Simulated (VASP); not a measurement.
Set up this calculation in VASP 6.6.1, as the native input.

```yaml
Task: single point
Functional: PBEsol
Potentials_or_basis: VASP PAW PBE potentials, release 64 (Fe, Ni)
Cutoff: 520 eV
k_mesh: 16 × 16 × 16
Occupations: gaussian, width 0.1 eV
Spin: no spin polarisation
Dipole_correction: no
Further_INCAR_settings: ALGO = Fast; EDIFF = 1e-06; NBANDS = 27
```

The structure of FeNi3 lies in POSCAR:

```
FeNi3
1.0
   -1.8240172861      1.8240172861      3.6538504384
    1.8240172861     -1.8240172861      3.6538504384
    1.8240172861      1.8240172861     -3.6538504384
Fe Ni
1 3
Direct
    0.0000000000      0.0000000000      0.0000000000
    0.5000000000      0.5000000000      0.0000000000
    0.7500000000      0.2500000000      0.5000000000
    0.2500000000      0.7500000000      0.5000000000
```

These files were run (other wordings do the same):

INCAR

```
ALGO     = Fast           # electronic algorithm
EDIFF    = 1E-6           # SCF threshold, eV
ENCUT    = 520            # plane-wave cutoff, eV
GGA      = PS             # functional
ISIF     = 2              # what is computed and relaxed
ISMEAR   = 0              # smearing method
LASPH    = True           # aspherical terms in the spheres
LCHARG   = True           # write CHGCAR
LELF     = True           # ELF
LREAL    = False          # projectors in reciprocal space
LVHAR    = True         
LWAVE    = False          # write WAVECAR
NBANDS   = 27             # bands
NELM     = 80             # most SCF steps
PREC     = Accurate       # precision mode
SIGMA    = 0.1            # smearing width, eV
```

KPOINTS

```
k-points
0
Gamma
  16 16 16
```

Potentials or basis: VASP PAW PBE potentials, release 64 (Fe, Ni).

Run with:

```sh
$ cat potpaw_PBE.64/Fe/POTCAR potpaw_PBE.64/Ni/POTCAR > POTCAR
$ mpirun -np 1 vasp_std > vasp.out
```

It gave:

```json
{
 "Pressure": "-29.1 GPa",
 "Band gap on the k mesh": "zero (bands 19 and 20 overlap by 0.55 eV)"
}
```

Caveat: the cell stands under tension; the PAW data sets were made with another functional, which shifts forces and pressure a little; the run has no spin polarisation, though such a crystal can be magnetic.

Run time: 7.1 min on 1 thread of AMD EPYC 9R45 96-Core Processor (Zen 5), with other jobs on the host, peak memory 0.5 GiB.
